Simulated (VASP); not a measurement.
# Sr (P6/mmm) in VASP: density of states with PBE

Aim: the density of states of Sr with PBE.

Program: VASP 6.6.1. These are calculated values, not measurements. Logs are shortened: lines on timing, memory, paths and dates and some standing lists are left out, and cuts for length are marked.

## 1. The cell of the first run

The structure is hexagonal, space group P6/mmm (No. 191). Conventional cell: a = 3.162 Å, b = 3.162 Å, c = 2.859 Å, α = 90.00°, β = 90.00°, γ = 120.00°. Sr (site symmetry 6/mmm) has 8 Sr at 2.86 to 3.16 Å within 3.8 Å.

## 2. Density of states, PBE (volume scaled by 0.45)

POSCAR reads:

```
Sr
1.0
    3.1618863095      0.0000000000      0.0000000000
   -1.5809431548      2.7382738679      0.0000000000
    0.0000000000      0.0000000000      2.8588744612
Sr
1
Direct
    0.0000000000      0.0000000000      0.0000000000
```

INCAR.step1 reads:

```
PREC = Accurate
ENCUT = 520
EDIFF = 1E-7
ISMEAR = -1
SIGMA = 0.05
LREAL = False
LASPH = True
NELM = 100
ALGO = Normal
ISIF = 2
LWAVE = False
LCHARG = True
GGA = PE
NBANDS = 11
```

KPOINTS.step1 reads:

```
regular mesh
0
Gamma
  11 11 10
```

INCAR.step2 reads:

```
PREC = Accurate
ENCUT = 520
EDIFF = 1E-7
ISMEAR = -5
SIGMA = 0.05
LREAL = False
LASPH = True
NELM = 100
ALGO = Normal
ISIF = 2
LWAVE = False
LCHARG = False
GGA = PE
LORBIT = 11
NBANDS = 11
NEDOS = 2001
ICHARG = 11
```

KPOINTS.step2 reads:

```
regular mesh
0
Gamma
  17 17 15
```

Potentials or basis: VASP PAW PBE potentials, release 64 (Sr_sv).

Command:

```
cat potpaw_PBE.64/Sr_sv/POTCAR > POTCAR
cp INCAR.step1 INCAR
cp KPOINTS.step1 KPOINTS
mpirun -np 1 vasp_std > vasp.out
cp INCAR.step2 INCAR
cp KPOINTS.step2 KPOINTS
mpirun -np 1 vasp_std > vasp.out
```

OUTCAR:

```text
PREC = Accurate
   ENCUT = 520
   EDIFF = 1E-7
   ISMEAR = -5
   LREAL = False
   LASPH = True
   NELM = 100
   ISIF = 2
   GGA = PE
   LORBIT = 11
   ICHARG = 11

 ion  position               nearest neighbor table
   1  0.000  0.000  0.000-

  LATTYP: Found a hexagonal cell.
 ALAT       =     3.1618863095
 C/A-ratio  =     0.9041673803

  Lattice vectors:

 A1 = (   3.1618863095,   0.0000000000,   0.0000000000)
 A2 = (  -1.5809431548,   2.7382738679,   0.0000000000)
 A3 = (   0.0000000000,   0.0000000000,   2.8588744612)

Analysis of symmetry for initial positions (statically):
=====================================================================
 Subroutine PRICEL returns:
 Original cell was already a primitive cell.

 Routine SETGRP: Setting up the symmetry group for a
 hexagonal supercell.

 Subroutine GETGRP returns: Found 24 space group operations
 (whereof 24 operations were pure point group operations)
 out of a pool of 24 trial point group operations.

The static configuration has the point symmetry D_6h.

Analysis of symmetry for dynamics (positions and initial velocities):
=====================================================================
 Subroutine PRICEL returns:
 Original cell was already a primitive cell.

 Routine SETGRP: Setting up the symmetry group for a
 hexagonal supercell.

 Subroutine GETGRP returns: Found 24 space group operations
 (whereof 24 operations were pure point group operations)
 out of a pool of 24 trial point group operations.

The dynamic configuration has the point symmetry D_6h.

 Subroutine INISYM returns: Found 24 space group operations
 (whereof 24 operations are pure point group operations),
 and found     1 'primitive' translations

----------------------------------------------------------------------------------------

                                     Primitive cell

  volume of cell :      24.7525

  direct lattice vectors                    reciprocal lattice vectors
     3.161886309  0.000000000  0.000000000     0.316266906  0.182596783  0.000000000
    -1.580943155  2.738273868  0.000000000     0.000000000  0.365193567  0.000000000
     0.000000000  0.000000000  2.858874461     0.000000000  0.000000000  0.349788007

  length of vectors
     3.161886309  3.161886310  2.858874461     0.365193567  0.365193567  0.349788007

  position of ions in fractional coordinates (direct lattice)
     0.000000000  0.000000000  0.000000000

  ion indices of the primitive-cell ions
   primitive index   ion index
                 1           1

----------------------------------------------------------------------------------------

 KPOINTS: regular mesh

Automatic generation of k-mesh.
 Grid dimensions read from file:
 generate k-points for:   17   17   15

 Generating k-lattice:

  Cartesian coordinates                     Fractional coordinates (reciprocal lattice)
     0.018603936  0.010740987  0.000000000     0.058823529  0.000000000  0.000000000
     0.000000000  0.021481975  0.000000000     0.000000000  0.058823529  0.000000000
     0.000000000  0.000000000  0.023319200     0.000000000  0.000000000  0.066666667

  Length of vectors
     0.021481975  0.021481975  0.023319200

  Shift w.r.t. Gamma in fractional coordinates (k-lattice)
     0.000000000  0.000000000  0.000000000

 TETIRR: Found   4318 inequivalent tetrahedra from    26010

 Subroutine IBZKPT returns following result:
 ===========================================

 Found    264 irreducible k-points:

 Following reciprocal coordinates:
            Coordinates               Weight
  0.000000  0.000000  0.000000      1.000000
  0.058824 -0.000000  0.000000      6.000000
  0.117647  0.000000  0.000000      6.000000
  0.176471 -0.000000  0.000000      6.000000
  0.235294  0.000000  0.000000      6.000000
  0.294118  0.000000  0.000000      6.000000
[... 16 lines left out ...]
  0.411765  0.117647  0.000000     12.000000
  0.176471  0.176471  0.000000      6.000000
 [... further k-points ...]
   k-points           NKPTS =    264   k-points in BZ     NKDIM =    264   number of bands    NBANDS=     11
   number of dos      NEDOS =   2001   number of ions     NIONS =      1
   total plane-waves  NPLWV =  13824
   dimension x,y,z NGX =    24 NGY =   24 NGZ =   24
   dimension x,y,z NGXF=    48 NGYF=   48 NGZF=   48
   ions per type =               1
   NGX,Y,Z   is equivalent  to a cutoff of  12.62, 12.62, 13.96 a.u.
   NGXF,Y,Z  is equivalent  to a cutoff of  25.24, 25.24, 27.91 a.u.
 SYSTEM =  unknown system
   PREC   = accura    normal or accurate (medium, high low for compatibility)
   ISTART =      0    job   : 0-new  1-cont  2-samecut
   ICHARG =     11    charge: 1-file 2-atom 10-const
   ISPIN  =      1    spin polarized calculation?
   LNONCOLLINEAR =      F non collinear calculations
   LSORBIT =      F    spin-orbit coupling
   LASPH  =      T    aspherical Exc in radial PAW
   ENCUT  =  520.0 eV  38.22 Ry    6.18 a.u.   5.88  5.88  5.32*2*pi/ulx,y,z
   NELM   =    100;   NELMIN=  2; NELMDL=  0     # of ELM steps
   EDIFF  = 0.1E-06   stopping-criterion for ELM
   LREAL  =      F    real-space projection
   EDIFFG = 0.1E-05   stopping-criterion for IOM
   NSW    =      0    number of steps for IOM
   IBRION =     -1    ionic relax: 0-MD 1-quasi-New 2-CG
   NFREE  =      0    steps in history (QN), initial steepest desc. (CG)
   ISIF   =      2    stress and relaxation
   ISYM   =      2    0-nonsym 1-usesym 2-fastsym
   POTIM  = 0.5000    time-step for ionic-motion
   TEBEG  =    0.0;   TEEND  =   0.0 temperature during run
   PSTRESS=    0.0 pullay stress
   NELECT =      10.0000    total number of electrons
   NUPDOWN=      -1.0000    fix difference up-down
   EMIN   =  10.00;   EMAX   =-10.00  energy-range for DOS
   EFERMI =   0.00;   METHOD = LEGACY
   ISMEAR =    -5;   SIGMA  =   0.05  broadening in eV -4-tet -1-fermi 0-gaus
   EFERMI_NEDOS =   21; number of points for ismear=-14 and -15
   IALGO  =     38    algorithm
   IMIX   =      4    mixing-type and parameters
     AMIX     =   0.40;   BMIX     =  1.00
     AMIX_MAG =   1.60;   BMIX_MAG =  1.00
  volume/ion in A,a.u.               =      24.75       167.04
  Fermi-wavevector in a.u.,A,eV,Ry     =   1.210232  2.287008 19.927941  1.464662
  Thomas-Fermi vector in A             =   2.345785
   LORBIT       =     11    0 simple, 1 ext, 2 COOP (PROOUT), +10 PAW based schemes
   GGA     = PE    functional components
   LHFCALC =     F    Hartree Fock is set to
   AEXX    =    0.0000 exact exchange contribution
   IVDW    =     0    specifies the selected vdW correction
   LEPSILON=     F    determine dielectric tensor
   LRPA    =     F    only Hartree local field effects (RPA)
 non-spin polarized calculation
 Fermi weights with tetrahedron method with Bloechl corrections
  energy-cutoff  :      520.00
  volume of cell :       24.75
 maximum number of plane-waves:       686
 NGX is ok and might be reduce to    24

 number of electron      10.0000000 magnetization

 Free energy of the ion-electron system (eV)
  ---------------------------------------------------
  ext. energy  EPLUGINS =         0.00000000
  ---------------------------------------------------
  free energy    TOTEN  =         0.08502847 eV

  energy without entropy =        0.08502847  energy(sigma->0) =        0.08502847

 E-fermi :   5.2826     XC(G=0): -10.2760

 val. band max:        5.3652090143   @ k =   0.1176   0.0588   0.4667
 cond. band min:       5.1751228613   @ k =   0.3529   0.0588   0.2667
 fundamental gap:     -0.1900861530
 Fermi energy:         5.2825723262

 k-point     1 :       0.0000    0.0000    0.0000
  band No.  band energies     occupation
      1     -30.9914      2.00000
      2     -11.8607      2.00000
      3     -11.8607      2.00000
      4     -11.5072      2.00000
      5       1.3324      2.00000
      6       5.2982      0.00000
      7       8.1938      0.00000
      8       8.1938      0.00000
      9      14.9715      0.00000
     10      14.9715      0.00000
     11      15.2031      0.00000

 k-point     2 :       0.0588   -0.0000    0.0000
  band No.  band energies     occupation
      1     -30.9797      2.00000
      2     -11.9491      2.00000
      3     -11.8783      2.00000
      4     -11.4989      2.00000
      5       1.4697      2.00000
      6       5.3593      0.00000
      7       7.9685      0.00000
      8       8.3216      0.00000
      9      14.6712      0.00000
     10      14.9361      0.00000
     11      15.6149      0.00000

 k-point     3 :       0.1176    0.0000    0.0000
  band No.  band energies     occupation
      1     -30.9460      2.00000
      2     -12.1952      2.00000
      3     -11.9285      2.00000
      4     -11.4748      2.00000
      5       1.8520      2.00000
      6       5.5306      0.00000
      7       7.4475      0.00000
      8       8.7002      0.00000
      9      13.9847      0.00000
     10      14.8363      0.00000
     11      16.7005      0.00000

 k-point     4 :       0.1765   -0.0000    0.0000
  band No.  band energies     occupation
      1     -30.8943      2.00000
      2     -12.5494      2.00000
      3     -12.0032      2.00000
      4     -11.4379      2.00000
      5       2.3965      2.00000
      6       5.7399      0.00000
      7       6.9419      0.00000
      8       9.3160      0.00000
      9      13.1962      0.00000
     10      14.6903      0.00000
     11      18.1799      0.00000

 k-point     5 :       0.2353    0.0000    0.0000
  band No.  band energies     occupation
      1     -30.8309      2.00000
      2     -12.9512      2.00000
      3     -12.0913      2.00000
      4     -11.3931      2.00000
      5       2.9748      2.00000
      6       5.7477      0.00000
      7       6.8563      0.00000
      8      10.1467      0.00000
      9      12.4474      0.00000
     10      14.5220      0.00000
     11      18.5900      0.00000
[... 211 lines left out ...]
 k-point    21 :       0.2941    0.1176    0.0000
  band No.  band energies     occupation
      1     -30.6865      2.00000
      2     -13.6495      2.00000
      3     -12.4362      2.00000
      4     -11.2918      2.00000
      5       4.0854      2.00000
      6       5.8003      0.00000
      7       7.2674      0.00000
      8      11.3516      0.00000
      9      12.5628      0.00000
     10      13.7900      0.00000
     11      17.3476      0.00000

 k-point    22 :       0.3529    0.1176    0.0000
  band No.  band energies     occupation
      1     -30.6428      2.00000
      2     -13.8573      2.00000
      3     -12.5168      2.00000
      4     -11.2615      2.00000
      5       4.0662      2.00000
      6       6.1467      0.00000
      7       7.5857      0.00000
      8      11.0580      0.00000
      9      13.5329      0.00000
     10      13.6320      0.00000
     11      17.1089      0.00000

 k-point    23 :       0.4118    0.1176    0.0000
  band No.  band energies     occupation
      1     -30.6192      2.00000
      2     -13.9668      2.00000
      3     -12.5595      2.00000
      4     -11.2452      2.00000
      5       4.0081      2.00000
      6       6.4347      0.00000
      7       7.7196      0.00000
      8      10.9077      0.00000
      9      13.5493      0.00000
     10      14.4287      0.00000
     11      16.2536      0.00000

 k-point    24 :       0.1765    0.1765    0.0000
  band No.  band energies     occupation
      1     -30.7492      2.00000
      2     -13.2974      2.00000
      3     -12.3644      2.00000
      4     -11.3356      2.00000
      5       3.9510      2.00000
      6       5.8190      0.00000
      7       6.5226      0.00000
      8      11.5031      0.00000
      9      11.8806      0.00000
     10      13.9165      0.00000
     11      17.9671      0.00000

 [... further k-points ...]
[... 5 lines left out ...]
  --------------------------------------------------------------------------------------
  -------------------------------------------------------------------------------------
  Total        4.4659011      4.4659011      4.3760359     -0.0000000      0.0000000      0.0000000
  in kB      289.0689617    289.0689617    283.2521673     -0.0000000      0.0000000      0.0000000
  external PRESSURE =     287.1300302 kB  Pullay stress =       0.0000000 kB

 VOLUME and BASIS-vectors are now :
 -----------------------------------------------------------------------------
  energy-cutoff  :      520.00
  volume of cell :       24.75
      direct lattice vectors                 reciprocal lattice vectors
     3.161886309  0.000000000  0.000000000     0.316266906  0.182596783  0.000000000
    -1.580943155  2.738273868  0.000000000     0.000000000  0.365193567  0.000000000
     0.000000000  0.000000000  2.858874461     0.000000000  0.000000000  0.349788007

 POSITION                                       TOTAL-FORCE (eV/Angst)
 -----------------------------------------------------------------------------------
      0.00000      0.00000      0.00000         0.000000      0.000000      0.000000
 -----------------------------------------------------------------------------------
    total drift:                               -0.000000      0.000000     -0.000000

  FREE ENERGIE OF THE ION-ELECTRON SYSTEM (eV)
  ---------------------------------------------------
  free  energy   TOTEN  =         0.0850284725 eV

  energy  without entropy=        0.0850284725  energy(sigma->0) =        0.08502847

 total charge

# of ion       s       p       d       tot
------------------------------------------
    1        2.091   5.718   0.505   8.314
```

Wall time 29 s (1 thread of Intel Xeon Platinum 8488C (Sapphire Rapids), shared host); peak memory 0.19 GiB.

Results:

* Valence electrons inside the program's atomic spheres: Sr 8.31

Levels at points of the mesh, in eV from the Fermi level:
```tsv
k point	band 2	band 3	band 4	band 5	band 6	band 7	band 8	band 9
(0.00, 0.00, 0.00)	-17.14	-17.14	-16.79	-3.95	0.02	2.91	2.91	9.69
```

Caveat: tetrahedron occupations give inexact forces and stress in metals.
